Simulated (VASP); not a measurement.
# BH3N in VASP: notebook, part 2 of 2

VASP 6.6.1. Earlier steps stand in the parts before.

## Step 3: Single point, PBE

This run uses another cell than the first one, of 39.06 Å³/atom, 1.038 times its volume.

INCAR reads:

```
PREC = Accurate
ENCUT = 520
EDIFF = 1E-7
ISMEAR = 0
SIGMA = 0.05
LREAL = Auto
LASPH = True
NELM = 80
ALGO = Normal
ISIF = 2
LWAVE = False
LCHARG = False
GGA = PE
NBANDS = 38
```

KPOINTS reads:

```
regular mesh
0
Gamma
  1 1 8
```

POSCAR reads:

```
BH3N
1.0
   13.5000000000      0.0000000000      0.0000000000
    0.0000000000     13.2000000000      0.0000000000
    0.0000000000      0.0000000000      4.3836092668
B N H
4 4 12
Direct
    0.5000000000      0.5067237743      0.9905412555
    0.5000000000      0.3941074920      0.5043898122
    0.4046389742      0.5630251279      0.5043893896
    0.5953610258      0.5630251279      0.5043893896
    0.5000000000      0.5067193937      0.6308828680
    0.5000000000      0.3977723213      0.1358933044
    0.4077426088      0.5612012832      0.1358909050
    0.5922573912      0.5612012832      0.1358909050
    0.4250022500      0.3487552883      0.5815454973
    0.5749977500      0.3487552883      0.5815454973
    0.3287413842      0.5192669859      0.5815368473
    0.4037324760      0.6521236237      0.5815607064
    0.6712586158      0.5192669859      0.5815368473
    0.5962675240      0.6521236237      0.5815607064
    0.4407651611      0.3586000631      0.0500048412
    0.5592348389      0.3586000631      0.0500048412
    0.3449518999      0.5283308676      0.0499939475
    0.4041931208      0.6332565055      0.0500302029
    0.6550481001      0.5283308676      0.0499939475
    0.5958068792      0.6332565055      0.0500302029
```

Potentials or basis: VASP PAW PBE potentials, release 64 (B, N, H).

Launch:

```bash
$ cat potpaw_PBE.64/B/POTCAR potpaw_PBE.64/N/POTCAR potpaw_PBE.64/H/POTCAR > POTCAR
$ mpirun -np 1 vasp_std > vasp.out
```

OUTCAR:

```text
PREC = Accurate
   ENCUT = 520
   EDIFF = 1E-7
   ISMEAR = 0
   LREAL = Auto
   LASPH = True
   NELM = 80
   ISIF = 2
   GGA = PE

 ion  position               nearest neighbor table
   1  0.500  0.507  0.991-   6 1.57   7 1.57   8 1.57   5 1.58
   2  0.500  0.394  0.504-   9 1.22  10 1.22   5 1.59   6 1.62
   3  0.405  0.563  0.504-  12 1.22  11 1.22   5 1.59   7 1.62
   4  0.595  0.563  0.504-  14 1.22  13 1.22   5 1.59   8 1.62
   5  0.500  0.507  0.631-   1 1.58   2 1.59   3 1.59   4 1.59
   6  0.500  0.398  0.136-  15 1.02  16 1.02   1 1.57   2 1.62
   7  0.408  0.561  0.136-  17 1.02  18 1.02   1 1.57   3 1.62
   8  0.592  0.561  0.136-  19 1.02  20 1.02   1 1.57   4 1.62
   9  0.425  0.349  0.582-   2 1.22
  10  0.575  0.349  0.582-   2 1.22
  11  0.329  0.519  0.582-   3 1.22
  12  0.404  0.652  0.582-   3 1.22
  13  0.671  0.519  0.582-   4 1.22
  14  0.596  0.652  0.582-   4 1.22
  15  0.441  0.359  0.050-   6 1.02
  16  0.559  0.359  0.050-   6 1.02
  17  0.345  0.528  0.050-   7 1.02
  18  0.404  0.633  0.050-   7 1.02
  19  0.655  0.528  0.050-   8 1.02
  20  0.596  0.633  0.050-   8 1.02

  LATTYP: Found a simple orthorhombic cell.
 ALAT       =     4.3836092668
 B/A-ratio  =     3.0112172862
 C/A-ratio  =     3.0796540427

  Lattice vectors:

 A1 = (   0.0000000000,   0.0000000000,  -4.3836092668)
 A2 = (   0.0000000000,  13.2000000000,   0.0000000000)
 A3 = (  13.5000000000,   0.0000000000,   0.0000000000)

Analysis of symmetry for initial positions (statically):
=====================================================================
 Subroutine PRICEL returns:
 Original cell was already a primitive cell.

 Routine SETGRP: Setting up the symmetry group for a
 simple orthorhombic supercell.

 Subroutine GETGRP returns: Found  2 space group operations
[... 154 lines left out ...]
  volume/ion in A,a.u.               =      39.06       263.58
  Fermi-wavevector in a.u.,A,eV,Ry     =   0.627546  1.185891  5.358172  0.393815
  Thomas-Fermi vector in A             =   1.689184
   LORBIT       =      0    0 simple, 1 ext, 2 COOP (PROOUT), +10 PAW based schemes
   GGA     = PE    functional components
   LHFCALC =     F    Hartree Fock is set to
   AEXX    =    0.0000 exact exchange contribution
   IVDW    =     0    specifies the selected vdW correction
   LEPSILON=     F    determine dielectric tensor
   LRPA    =     F    only Hartree local field effects (RPA)
 non-spin polarized calculation
 Gauss-broadening in eV      SIGMA  =   0.05
  energy-cutoff  :      520.00
  volume of cell :      781.16
 maximum number of plane-waves:     21088
   NGX = 51   NGY = 49   NGZ = 17

 number of electron      43.9999997 magnetization

 Free energy of the ion-electron system (eV)
  ---------------------------------------------------
  ext. energy  EPLUGINS =         0.00000000
  ---------------------------------------------------
  free energy    TOTEN  =      -109.04947461 eV

  energy without entropy =     -109.04947461  energy(sigma->0) =     -109.04947461

 E-fermi :  -4.8193     XC(G=0):  -2.2125

 val. band max:       -5.1104158012   @ k =   0.0000   0.0000   0.0000
 cond. band min:      -0.0986093200   @ k =   0.0000   0.0000   0.0000
 fundamental gap:      5.0118064813
 Fermi energy:        -4.8193009055

 k-point     1 :       0.0000    0.0000    0.0000
  band No.  band energies     occupation
      1     -22.7863      2.00000
      2     -21.3413      2.00000
      3     -21.3408      2.00000
      4     -19.2328      2.00000
      5     -12.8279      2.00000
      6     -12.5873      2.00000
[... 174 lines left out ...]
     33       2.9597      0.00000
     34       3.1609      0.00000
 [bands above 34 left out]

------------------------ aborting loop because EDIFF is reached ----------------------------------------

  FORCE on cell =-STRESS in cart. coord.  units (eV):
  Direction    XX          YY          ZZ          XY          YZ          ZX
  --------------------------------------------------------------------------------------
  -------------------------------------------------------------------------------------
  Total       -0.1202120     -0.1202807     -0.1807689      0.0000000     -0.0003320      0.0000000
  in kB       -0.2465578     -0.2466987     -0.3707616      0.0000000     -0.0006809      0.0000000
  external PRESSURE =      -0.2880060 kB  Pullay stress =       0.0000000 kB

 VOLUME and BASIS-vectors are now :
 -----------------------------------------------------------------------------
  energy-cutoff  :      520.00
  volume of cell :      781.16
      direct lattice vectors                 reciprocal lattice vectors
    13.500000000  0.000000000  0.000000000     0.074074074  0.000000000  0.000000000
     0.000000000 13.200000000  0.000000000     0.000000000  0.075757576  0.000000000
     0.000000000  0.000000000  4.383609267     0.000000000  0.000000000  0.228122522

 POSITION                                       TOTAL-FORCE (eV/Angst)
 -----------------------------------------------------------------------------------
      6.75000      6.68875      4.34215         0.000000     -0.000134      0.001372
      6.75000      5.20222      2.21105         0.000000     -0.006054     -0.013852
      5.46263      7.43193      2.21105        -0.005469      0.002688     -0.012292
      8.03737      7.43193      2.21105         0.005469      0.002688     -0.012292
      6.75000      6.68870      2.76554         0.000000      0.000321      0.015973
      6.75000      5.25059      0.59570         0.000000     -0.021953     -0.005370
[... 12 lines left out ...]
      8.84315      6.97397      0.21915         0.004346     -0.009640      0.003370
      8.04339      8.35899      0.21931        -0.006107      0.008632      0.003260
 -----------------------------------------------------------------------------------
    total drift:                                0.000000     -0.000582      0.003501

  FREE ENERGIE OF THE ION-ELECTRON SYSTEM (eV)
  ---------------------------------------------------
  free  energy   TOTEN  =      -109.0494746064 eV

  energy  without entropy=     -109.0494746064  energy(sigma->0) =     -109.04947461
```

OSZICAR:

```text
N       E                     dE             d eps       ncg     rms          rms(c)
DAV:   1     0.322028500839E+03    0.32203E+03   -0.14449E+04   412   0.800E+02
DAV:   2    -0.461680134967E+02   -0.36820E+03   -0.35036E+03   590   0.188E+02
DAV:   3    -0.116359453464E+03   -0.70191E+02   -0.69873E+02   498   0.931E+01
[... 19 lines left out ...]
DAV:  23    -0.109049471851E+03   -0.53153E-05   -0.38423E-07   408   0.212E-03    0.490E-04
DAV:  24    -0.109049474134E+03   -0.22827E-05   -0.33873E-07   402   0.182E-03    0.508E-04
DAV:  25    -0.109049474401E+03   -0.26704E-06   -0.31041E-08   424   0.889E-04    0.198E-04
DAV:  26    -0.109049474567E+03   -0.16614E-06   -0.22520E-08   356   0.563E-04    0.141E-04
DAV:  27    -0.109049474606E+03   -0.39732E-07   -0.26719E-09   362   0.288E-04
   1 F= -.10904947E+03 E0= -.10904947E+03  d E =-.668482E-17
```

Run time: 2.7 min. Hardware: 1 thread of Intel Xeon 6975P-C (Granite Rapids), shared host; peak memory 0.71 GiB.

What came out:

- Free energy: -109.0495 eV
- Largest force: 0.023 eV/Å
- Band gap on the k mesh: 5.01 eV, direct

Forces on the atoms (eV/Å):
```
B    0.000  0.000  0.001
B    0.000 -0.006 -0.014
B   -0.005  0.003 -0.012
B    0.005  0.003 -0.012
N    0.000  0.000  0.016
N    0.000 -0.022 -0.005
N   -0.019  0.011 -0.005
N    0.019  0.011 -0.005
H   -0.008 -0.004  0.003
H    0.008 -0.004  0.003
H   -0.007 -0.005  0.003
H    0.000  0.009  0.003
H    0.007 -0.005  0.003
H    0.000  0.009  0.003
H   -0.011  0.001  0.003
H    0.011  0.001  0.003
H   -0.004 -0.010  0.003
H    0.006  0.009  0.003
H    0.004 -0.010  0.003
H   -0.006  0.009  0.003
```

Levels at points of the mesh, in eV from the valence-band top:
| k point | band 19 | band 20 | band 21 | band 22 | band 23 | band 24 | band 25 | band 26 |
| --- | --- | --- | --- | --- | --- | --- | --- | --- |
| (0.00, 0.00, 0.00) | -1.55 | -0.07 | -0.07 | 0.00 | 5.01 | 5.73 | 5.75 | 5.91 |
| (0.00, 0.00, 0.50) | -1.53 | -0.73 | -0.73 | -0.50 | 5.64 | 6.45 | 6.45 | 7.22 |
